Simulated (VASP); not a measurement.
Here is a VASP 6.6.1 calculation.

Contents of INCAR:

```
PREC     = Accurate       # precision mode
ENCUT    = 520            # plane-wave cutoff, eV
EDIFF    = 1E-7           # SCF threshold, eV
ISMEAR   = 0              # smearing method
SIGMA    = 0.05           # smearing width, eV
LREAL    = False          # projectors in reciprocal space
LASPH    = True           # aspherical terms in the spheres
NELM     = 150            # most SCF steps
ALGO     = Normal         # electronic algorithm
ISIF     = 2              # what is computed and relaxed
LWAVE    = False          # write WAVECAR
LCHARG   = False          # write CHGCAR
ISPIN    = 2              # spin polarisation
MAGMOM   = 2.64 0         # initial moments
LORBIT   = 11             # projections on sites
LMAXMIX  = 4              # l up to which the mixer works
GGA      = PE             # functional
NBANDS   = 18             # bands
```

File KPOINTS:

```
Automatic mesh
0
Gamma
  12 12 12
```

File POSCAR:

```
CoO
1.0
    0.0000000000      2.2719883664      2.2719883664
    2.2719883664      0.0000000000      2.2719883664
    2.2719883664      2.2719883664      0.0000000000
Co O
1 1
Direct
    0.0000000000      0.0000000000      0.0000000000
    0.2500000000      0.2500000000      0.2500000000
```

Potentials or basis: VASP PAW PBE potentials, release 64 (Co, O).

Launch:

```sh
$ cat potpaw_PBE.64/Co/POTCAR potpaw_PBE.64/O/POTCAR > POTCAR
$ mpirun -np 1 vasp_std > vasp.out
```

Question: What does it give for the net moment?

Answer: 2.84 μB per cell.

Question: Estimate the site moments.

Answer: Co +2.44; O +0.31 μB.

Question: What does it give for the pressure?

Answer: -3.3 GPa.

Caveat: the cell stands under tension; a cell with one magnetic atom can't hold antiferromagnetic order, which such compounds often take.
